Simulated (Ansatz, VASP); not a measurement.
# Two plane-wave programs on BaTe

The input INCAR:

```
  PREC = Accurate
  ENCUT = 520
  EDIFF = 1E-6
  ISMEAR = 0
  SIGMA = 0.05
  LREAL = F
  LASPH = T
  NELM = 80
  ALGO = Normal
  ISIF = 2
  LWAVE = F
  LCHARG = F
  NBANDS = 15
```

File KPOINTS:

```
regular mesh
0
Gamma
  6 6 6
```

Contents of POSCAR:

```
BaTe
1.0
    4.4755893000      0.0000000000      0.0000000000
    0.0000000000      4.4755893000      0.0000000000
    0.0000000000      0.0000000000      4.1559043500
Ba Te
1 1
Direct
    0.0000000000      0.0000000000      0.0000000000
    0.5000000000      0.5000000000      0.5000000000
```

Input for Ansatz:

```yaml
crystal:
  lattice:
    - [4.4755893, 0.0, 0.0]
    - [0.0, 4.4755893, 0.0]
    - [0.0, 0.0, 4.15590435]
  atoms:
    - { symbol: Ba, position: [0.0, 0.0, 0.0] }
    - { symbol: Te, position: [0.5, 0.5, 0.5] }
basis:
  ecutwfc: 420
kpoints:
  mp_grid: { grid: [6, 6, 6] }
hamiltonian:
  xc: lda
scf:
  occupations: { method: gaussian, width: 0.05 }
output:
  forces: true
  stress: true
  eigenvalues: true
```

Change from the starting cell: strain +0.050 along x and y, -0.025 along z, atoms carried along.

Alike in both runs: task single point; functional LDA; k mesh 6 × 6 × 6; occupations gaussian, width 0.05 eV; no spin polarisation.

|  | VASP | Ansatz |
| --- | --- | --- |
| version | VASP 6.6.1 | Ansatz 0.2.0 |
| potentials or method | VASP PAW LDA potentials, release 64 (Ba_sv, Te), cutoff 520 eV | scalar-relativistic, plane waves, PAW |
| valence electrons in the cell | 16 | 26 |

VASP gave:

- gap on the k mesh at the Fermi level (eV): 0.27
- least direct gap on the mesh (eV): 0.27
- pressure (GPa): -4.4
- traceless stress, the component that is largest in VASP (GPa): 3.29

**Question.** Which values does Ansatz return?

**Answer.** gap on the k mesh at the Fermi level (eV): 0.35; least direct gap on the mesh (eV): 0.35; pressure (GPa): -4.8; traceless stress, the component that is largest in VASP (GPa): 3.28.

LDA's correlation is that of Perdew and Zunger in VASP and of Perdew and Wang (1992) in Ansatz. VASP's potentials hold 16 valence electrons a cell and Ansatz's 26, so a difference there can come from the potentials and not from the codes.

Neither program's run includes spin-orbit coupling.
